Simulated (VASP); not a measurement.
# Al6GaAs8 (a cell with a defect) in VASP: further runs

Al6GaAs8 (a cell with a defect) is run at these levels: PBEsol; tasks: single point.

Program: VASP 6.6.1. These are calculated values, not measurements. Logs are shortened: lines on timing, memory, paths and dates and some standing lists are left out, and cuts for length are marked.

### 1 The cell of the first run

The cell holds a defect, 15 atoms: a = 8.027 Å, b = 8.027 Å, c = 8.027 Å, α = 60.00°, β = 60.00°, γ = 60.00°.

### 2 Single point, PBEsol

INCAR reads:

```
SYSTEM = Al6GaAs8
ALGO = Normal ; EDIFF = 1E-6
ENCUT = 520 ; GGA = PS
ISIF = 2 ; ISMEAR = 0
LASPH = .TRUE. ; LCHARG = .FALSE.
LREAL = Auto ; LWAVE = .FALSE.
NBANDS = 48 ; NELM = 60
PREC = Accurate ; SIGMA = 0.02
```

KPOINTS reads:

```
k-points
0
G
  2 2 2
  0 0 0
```

POSCAR reads:

```
Al6GaAs8
1.0
    0.0000000000      5.6758016010     -5.6758016010
    5.6758016010      5.6758016010      0.0000000000
    5.6758016010      0.0000000000     -5.6758016010
Ga Al As
1 6 8
Direct
    0.4579540799      0.0427871721      0.4579540799
    0.0160924406     -0.0363769762      0.4942481604
    0.0116801123      0.5171315360      0.4936016438
    0.4942481604     -0.0363769762      0.0160924406
    0.4936016438      0.5171315360      0.0116801123
   -0.0083995184      0.0025485387     -0.0083995184
    0.0006943513      0.4925068204      0.0006945274
    0.1206420781      0.1174465823      0.1206420781
    0.1195811707      0.6296238402      0.1195811707
    0.6150948792      0.1439545561      0.0874284436
    0.6135321924      0.5921371528      0.1877791147
    0.0874284436      0.1439545561      0.6150948792
    0.1877791147      0.5921371528      0.6135321924
    0.6470746792      0.0035761468      0.6470746792
    0.6429961363      0.6944850749      0.6429961363
```

Potentials or basis: VASP PAW PBE potentials, release 64 (Ga_d, Al, As).

Run with:

```
$ cat potpaw_PBE.64/Ga_d/POTCAR potpaw_PBE.64/Al/POTCAR potpaw_PBE.64/As/POTCAR > POTCAR
$ mpirun -np 1 vasp_std > vasp.out
```

OUTCAR:

```text
SYSTEM = Al6GaAs8
   EDIFF = 1E-6
   ENCUT = 520
   GGA = PS
   ISIF = 2
   ISMEAR = 0
   LASPH = .TRUE.
   LREAL = Auto
   NELM = 60
   PREC = Accurate

 ion  position               nearest neighbor table
   1  0.458  0.043  0.458-  10 2.44  12 2.44  14 2.46  15 2.48
   2  0.016  0.964  0.494-   8 2.46  13 2.46  12 2.48  14 2.49
   3  0.012  0.517  0.494-   9 2.46  13 2.47  12 2.48  15 2.48
   4  0.494  0.964  0.016-   8 2.46  11 2.46  10 2.48  14 2.49
   5  0.494  0.517  0.012-   9 2.46  11 2.47  10 2.48  15 2.48
   6  0.992  0.003  0.992-   9 2.44   8 2.45  10 2.48  12 2.48
   7  0.001  0.493  0.001-   9 2.46   8 2.46  11 2.57  13 2.57
   8  0.121  0.117  0.121-   6 2.45   4 2.46   2 2.46   7 2.46
   9  0.120  0.630  0.120-   6 2.44   7 2.46   3 2.46   5 2.46
  10  0.615  0.144  0.087-   1 2.44   6 2.48   5 2.48   4 2.48
  11  0.614  0.592  0.188-   4 2.46   5 2.47   7 2.57
  12  0.087  0.144  0.615-   1 2.44   6 2.48   3 2.48   2 2.48
  13  0.188  0.592  0.614-   2 2.46   3 2.47   7 2.57
  14  0.647  0.004  0.647-   1 2.46   2 2.49   4 2.49  15 2.51
  15  0.643  0.694  0.643-   1 2.48   3 2.48   5 2.48  14 2.51

  LATTYP: Found a face centered cubic cell.
 ALAT       =    11.3516032020

  Lattice vectors:

 A1 = (   0.0000000000,   5.6758016010,  -5.6758016010)
 A2 = (   5.6758016010,   5.6758016010,   0.0000000000)
 A3 = (   5.6758016010,   0.0000000000,  -5.6758016010)

Analysis of symmetry for initial positions (statically):
=====================================================================
 Subroutine PRICEL returns:
 Original cell was already a primitive cell.

 Routine SETGRP: Setting up the symmetry group for a
 face centered cubic supercell.

 Subroutine GETGRP returns: Found  2 space group operations
 (whereof  2 operations were pure point group operations)
 out of a pool of 48 trial point group operations.

The static configuration has the point symmetry C_1h.

Analysis of symmetry for dynamics (positions and initial velocities):
=====================================================================
 Subroutine PRICEL returns:
 Original cell was already a primitive cell.

 Routine SETGRP: Setting up the symmetry group for a
 face centered cubic supercell.

 Subroutine GETGRP returns: Found  2 space group operations
 (whereof  2 operations were pure point group operations)
 out of a pool of 48 trial point group operations.

The dynamic configuration has the point symmetry C_1h.

 Subroutine INISYM returns: Found  2 space group operations
 (whereof  2 operations are pure point group operations),
 and found     1 'primitive' translations

----------------------------------------------------------------------------------------

                                     Primitive cell

  volume of cell :     365.6888

  direct lattice vectors                    reciprocal lattice vectors
     0.000000000  5.675801601 -5.675801601    -0.088093284  0.088093284 -0.088093284
     5.675801601  5.675801601  0.000000000     0.088093284  0.088093284  0.088093284
     5.675801601  0.000000000 -5.675801601     0.088093284 -0.088093284 -0.088093284

  length of vectors
     8.026795601  8.026795601  8.026795601     0.152582043  0.152582043  0.152582043

  position of ions in fractional coordinates (direct lattice)
     0.457954080  0.042787172  0.457954080
     0.016092441  0.963623024  0.494248160
     0.011680112  0.517131536  0.493601644
     0.494248160  0.963623024  0.016092441
     0.493601644  0.517131536  0.011680112
     0.991600482  0.002548539  0.991600482
     0.000694351  0.492506820  0.000694527
     0.120642078  0.117446582  0.120642078
     0.119581171  0.629623840  0.119581171
     0.615094879  0.143954556  0.087428444
     0.613532192  0.592137153  0.187779115
     0.087428444  0.143954556  0.615094879
     0.187779115  0.592137153  0.613532192
     0.647074679  0.003576147  0.647074679
     0.642996136  0.694485075  0.642996136

  ion indices of the primitive-cell ions
   primitive index   ion index
                 1           1
                 2           2
                 3           3
                 4           4
                 5           5
                 6           6
                 7           7
                 8           8
                 9           9
                10          10
                11          11
                12          12
                13          13
                14          14
                15          15

----------------------------------------------------------------------------------------

 KPOINTS: k-points

Automatic generation of k-mesh.
 Grid dimensions read from file:
 generate k-points for:    2    2    2

 Generating k-lattice:

  Cartesian coordinates                     Fractional coordinates (reciprocal lattice)
    -0.044046642  0.044046642 -0.044046642     0.500000000  0.000000000  0.000000000
     0.044046642  0.044046642  0.044046642     0.000000000  0.500000000  0.000000000
     0.044046642 -0.044046642 -0.044046642     0.000000000  0.000000000  0.500000000

  Length of vectors
     0.076291021  0.076291021  0.076291021

  Shift w.r.t. Gamma in fractional coordinates (k-lattice)
     0.000000000  0.000000000  0.000000000

 Subroutine IBZKPT returns following result:
 ===========================================

 Found      6 irreducible k-points:

 Following reciprocal coordinates:
            Coordinates               Weight
  0.000000  0.000000  0.000000      1.000000
  0.500000  0.000000  0.000000      2.000000
  0.000000  0.500000  0.000000      1.000000
  0.500000  0.500000  0.500000      1.000000
  0.500000  0.500000  0.000000      2.000000
  0.500000  0.000000  0.500000      1.000000
   k-points           NKPTS =      6   k-points in BZ     NKDIM =      6   number of bands    NBANDS=     48
   number of dos      NEDOS =    301   number of ions     NIONS =     15
   total plane-waves  NPLWV = 216000
   dimension x,y,z NGX =    60 NGY =   60 NGZ =   60
   dimension x,y,z NGXF=   120 NGYF=  120 NGZF=  120
   ions per type =               1   6   8
   NGX,Y,Z   is equivalent  to a cutoff of  12.43, 12.43, 12.43 a.u.
   NGXF,Y,Z  is equivalent  to a cutoff of  24.85, 24.85, 24.85 a.u.
 SYSTEM =  Al6GaAs8
   PREC   = accura    normal or accurate (medium, high low for compatibility)
   ISTART =      0    job   : 0-new  1-cont  2-samecut
   ICHARG =      2    charge: 1-file 2-atom 10-const
   ISPIN  =      1    spin polarized calculation?
   LNONCOLLINEAR =      F non collinear calculations
   LSORBIT =      F    spin-orbit coupling
   LASPH  =      T    aspherical Exc in radial PAW
   ENCUT  =  520.0 eV  38.22 Ry    6.18 a.u.  14.92 14.92 14.92*2*pi/ulx,y,z
   NELM   =     60;   NELMIN=  2; NELMDL= -5     # of ELM steps
   EDIFF  = 0.1E-05   stopping-criterion for ELM
   LREAL  =      T    real-space projection
   EDIFFG = 0.1E-04   stopping-criterion for IOM
   NSW    =      0    number of steps for IOM
   IBRION =     -1    ionic relax: 0-MD 1-quasi-New 2-CG
   NFREE  =      0    steps in history (QN), initial steepest desc. (CG)
   ISIF   =      2    stress and relaxation
   ISYM   =      2    0-nonsym 1-usesym 2-fastsym
   POTIM  = 0.5000    time-step for ionic-motion
   TEBEG  =    0.0;   TEEND  =   0.0 temperature during run
   PSTRESS=    0.0 pullay stress
   NELECT =      71.0000    total number of electrons
   NUPDOWN=      -1.0000    fix difference up-down
   EMIN   =  10.00;   EMAX   =-10.00  energy-range for DOS
   EFERMI =   0.00;   METHOD = LEGACY
   ISMEAR =     0;   SIGMA  =   0.02  broadening in eV -4-tet -1-fermi 0-gaus
   EFERMI_NEDOS =   21; number of points for ismear=-14 and -15
   IALGO  =     38    algorithm
   IMIX   =      4    mixing-type and parameters
     AMIX     =   0.40;   BMIX     =  1.00
     AMIX_MAG =   1.60;   BMIX_MAG =  1.00
  volume/ion in A,a.u.               =      24.38       164.52
  Fermi-wavevector in a.u.,A,eV,Ry     =   0.947961  1.791386 12.226601  0.898630
  Thomas-Fermi vector in A             =   2.076104
   LORBIT       =      0    0 simple, 1 ext, 2 COOP (PROOUT), +10 PAW based schemes
   GGA     = PS    functional components
   LHFCALC =     F    Hartree Fock is set to
   AEXX    =    0.0000 exact exchange contribution
   IVDW    =     0    specifies the selected vdW correction
   LEPSILON=     F    determine dielectric tensor
   LRPA    =     F    only Hartree local field effects (RPA)
 non-spin polarized calculation
 Gauss-broadening in eV      SIGMA  =   0.02
  energy-cutoff  :      520.00
  volume of cell :      365.69
 maximum number of plane-waves:      9864
 NGX is ok and might be reduce to    60
   NGX = 29   NGY = 29   NGZ = 29

 number of electron      70.9999990 magnetization

 Free energy of the ion-electron system (eV)
  ---------------------------------------------------
  ext. energy  EPLUGINS =         0.00000000
  ---------------------------------------------------
  free energy    TOTEN  =       -71.84651460 eV

  energy without entropy =      -71.84651460  energy(sigma->0) =      -71.84651460

 E-fermi :   3.1243     XC(G=0):  -8.9738

 val. band max:        3.0010889711   @ k =   0.0000   0.0000   0.0000
 cond. band min:       3.3731412350   @ k =   0.5000   0.0000   0.5000
 fundamental gap:      0.3720522639
 Fermi energy:         3.1242708588

 k-point     1 :       0.0000    0.0000    0.0000
  band No.  band energies     occupation
      1     -11.3765      2.00000
      2     -11.3692      2.00000
      3     -11.3518      2.00000
      4     -11.3349      2.00000
      5     -11.2745      2.00000
      6      -8.9604      2.00000
[... 39 lines left out ...]
     46       5.9962      0.00000
     47       6.2471      0.00000
[... 208 lines left out ...]
      6      -8.6528      2.00000
[... 39 lines left out ...]
     46       7.4665      0.00000
     47       8.0552      0.00000
 [bands above 47 left out]

------------------------ aborting loop because EDIFF is reached ----------------------------------------

  FORCE on cell =-STRESS in cart. coord.  units (eV):
  Direction    XX          YY          ZZ          XY          YZ          ZX
  --------------------------------------------------------------------------------------
  -------------------------------------------------------------------------------------
  Total       -3.7162599     -3.7162599      1.1664926      1.8612847      0.1303004      0.1303004
  in kB      -16.2818989    -16.2818989      5.1107068      8.1547712      0.5708796      0.5708800
  external PRESSURE =      -9.1510303 kB  Pullay stress =       0.0000000 kB

 VOLUME and BASIS-vectors are now :
 -----------------------------------------------------------------------------
  energy-cutoff  :      520.00
  volume of cell :      365.69
      direct lattice vectors                 reciprocal lattice vectors
     0.000000000  5.675801601 -5.675801601    -0.088093284  0.088093284 -0.088093284
     5.675801601  5.675801601  0.000000000     0.088093284  0.088093284  0.088093284
     5.675801601  0.000000000 -5.675801601     0.088093284 -0.088093284 -0.088093284

 POSITION                                       TOTAL-FORCE (eV/Angst)
 -----------------------------------------------------------------------------------
      2.84211      2.84211     -5.19851        -0.031769     -0.031769      0.037998
      8.27459      5.56067     -2.89659         0.008154     -0.007550      0.009948
      5.73672      3.00143     -2.86788         0.000262      0.007412     -0.006969
      5.56067      8.27459     -2.89659        -0.007550      0.008154      0.009948
      3.00143      5.73672     -2.86788         0.007412      0.000262     -0.006969
      5.64259      5.64259    -11.25626         0.001604      0.001604      0.006849
      2.79931      2.79931     -0.00788         0.004853      0.004853      0.004365
      1.35134      1.35134     -1.36948         0.002234      0.002234     -0.000237
      4.25234      4.25234     -1.35744         0.003196      0.003196     -0.010173
      1.31328      4.30821     -3.98738        -0.006099      0.000610      0.014411
      4.42665      6.84314     -4.54808         0.024699     -0.014842     -0.038963
      4.30821      1.31328     -3.98738         0.000610     -0.006099      0.014411
      6.84314      4.42665     -4.54808        -0.014842      0.024699     -0.038963
      3.69296      3.69296     -7.34534         0.004502      0.004502      0.017125
      7.59128      7.59128     -7.29904         0.002733      0.002733     -0.012779
 -----------------------------------------------------------------------------------
    total drift:                               -0.019292     -0.019311     -0.006235

  FREE ENERGIE OF THE ION-ELECTRON SYSTEM (eV)
  ---------------------------------------------------
  free  energy   TOTEN  =       -71.8465146008 eV

  energy  without entropy=      -71.8465146008  energy(sigma->0) =      -71.84651460
```

Wall time 73 s (1 thread of Intel Xeon 6975P-C (Granite Rapids), shared host); peak memory 0.49 GiB.

What came out:

- Free energy: -71.8465 eV
- Pressure: -0.9 GPa
- Largest force: 0.059 eV/Å
- Band gap on the k mesh: zero (an odd number of electrons rules out a gap without spin polarisation)

Forces on the atoms (eV/Å):
```
Ga  -0.032 -0.032  0.038
Al   0.008 -0.008  0.010
Al   0.000  0.007 -0.007
Al  -0.008  0.008  0.010
Al   0.007  0.000 -0.007
Al   0.002  0.002  0.007
Al   0.005  0.005  0.004
As   0.002  0.002  0.000
As   0.003  0.003 -0.010
As  -0.006  0.001  0.014
As   0.025 -0.015 -0.039
As   0.001 -0.006  0.014
As  -0.015  0.025 -0.039
As   0.005  0.005  0.017
As   0.003  0.003 -0.013
```

Levels at points of the mesh, in eV from the Fermi level:
```csv
k point,band 32,band 33,band 34,band 35,band 36,band 37,band 38,band 39
"(0.00, 0.00, 0.00)",-0.38,-0.37,-0.28,-0.12,0.48,1.32,1.38,1.92
"(0.50, 0.00, 0.00)",-1.04,-0.85,-0.39,-0.35,-0.29,2.09,2.37,2.44
"(0.00, 0.50, 0.00)",-1.12,-0.72,-0.46,-0.29,0.42,1.73,2.03,2.37
"(0.50, 0.50, 0.50)",-1.12,-0.70,-0.45,-0.29,0.42,1.74,2.00,2.37
"(0.50, 0.50, 0.00)",-0.96,-0.95,-0.72,-0.47,-0.20,2.25,2.60,2.82
"(0.50, 0.00, 0.50)",-1.12,-1.06,-0.87,-0.52,0.25,2.07,2.27,2.47
```

Caveat: the k points lie up to 0.48 Å⁻¹ apart, too coarse for converged energies and pressures of a metal; the PAW data sets were made with another functional, which shifts forces and pressure a little.

### 3 Single point, PBEsol

INCAR reads:

```
SYSTEM = Al6GaAs8
ALGO = Normal
EDIFF = 1E-6
ENCUT = 520
GGA = PS
ISIF = 2
ISMEAR = 0
LASPH = .TRUE.
LCHARG = .FALSE.
LREAL = Auto
LWAVE = .FALSE.
NBANDS = 48
NELM = 80
PREC = Accurate
SIGMA = 0.02
```

KPOINTS is that of step 2.

POSCAR reads:

```
Al6GaAs8
1.0
    0.0000000000      5.6758016010     -5.6758016010
    5.6758016010      5.6758016010      0.0000000000
    5.6758016010      0.0000000000     -5.6758016010
Ga Al As
1 6 8
Direct
    0.5091906312     -0.5008267025      0.5091906312
   -0.0076194524     -0.0057707267      0.5058597361
   -0.0085053184      0.5305852304      0.5052640493
    0.5058598242     -0.0057708148     -0.0076193643
    0.5052640493      0.5305852304     -0.0085053184
   -0.0059956289      0.0173742859     -0.0059956289
    0.0165858511      0.4945879362      0.0165858511
    0.1295868058      0.1204233425      0.1295868058
    0.1291575273      0.6433943180      0.1291573511
    0.6205429202      0.1609777022      0.0800451693
    0.6419745185      0.6192839791      0.1408904074
    0.0800450812      0.1609777903      0.6205428321
    0.1408904074      0.6192839791      0.6419745185
    0.6218651123      0.0569984687      0.6218651123
    0.6211577232      0.7245626766      0.6211577232
```

Potentials or basis: VASP PAW PBE potentials, release 64 (Ga_d, Al, As).

Run with:

```
$ cat potpaw_PBE.64/Ga_d/POTCAR potpaw_PBE.64/Al/POTCAR potpaw_PBE.64/As/POTCAR > POTCAR
$ mpirun -np 1 vasp_std > vasp.out
```

Run time: 74 s. Hardware: 1 thread of Intel Xeon 6975P-C (Granite Rapids), shared host; peak memory 0.49 GiB.

It converged, with:

```
Free energy            : -70.8071 eV
Pressure               : -1.5 GPa
Largest force          : 0.061 eV/Å
Band gap on the k mesh : zero (an odd number of electrons rules out a gap without spin polarisation)
```

Forces on the atoms (eV/Å):
```
Ga  -0.026 -0.026  0.017
Al  -0.004  0.011  0.002
Al   0.007 -0.005 -0.010
Al   0.011 -0.004  0.002
Al  -0.005  0.007 -0.010
Al   0.006  0.006 -0.011
Al  -0.009 -0.009  0.012
As   0.001  0.001  0.009
As  -0.003 -0.003  0.003
As   0.000  0.000  0.010
As   0.020 -0.005 -0.024
As   0.000  0.000  0.010
As  -0.005  0.020 -0.024
As   0.041  0.041 -0.019
As  -0.033 -0.033  0.032
```

Stress tensor (GPa, compression positive):
```
-2.22 -1.21 -0.04
-1.21 -2.22 -0.04
-0.04 -0.04 -0.09
```

Levels at points of the mesh, in eV from the Fermi level:
| k point | band 32 | band 33 | band 34 | band 35 | band 36 | band 37 | band 38 | band 39 |
| --- | --- | --- | --- | --- | --- | --- | --- | --- |
| (0.00, 0.00, 0.00) | -0.80 | -0.66 | -0.35 | -0.27 | 0.35 | 0.36 | 0.89 | 1.24 |
| (0.50, 0.00, 0.00) | -1.16 | -0.89 | -0.83 | -0.76 | -0.11 | 0.77 | 0.87 | 1.92 |
| (0.00, 0.50, 0.00) | -1.35 | -1.32 | -0.81 | -0.34 | 0.30 | 0.43 | 1.95 | 2.05 |
| (0.50, 0.50, 0.50) | -1.36 | -1.32 | -0.81 | -0.37 | 0.30 | 0.43 | 1.92 | 2.04 |
| (0.50, 0.50, 0.00) | -1.43 | -1.34 | -1.04 | -0.61 | -0.09 | 0.28 | 2.36 | 2.40 |
| (0.50, 0.00, 0.50) | -1.54 | -1.41 | -1.25 | -0.87 | 0.10 | 0.71 | 1.03 | 2.26 |

Caveat: the k points lie up to 0.48 Å⁻¹ apart, too coarse for converged energies and pressures of a metal; the PAW data sets were made with another functional, which shifts forces and pressure a little.

(Part 1 of 3 ends here.)
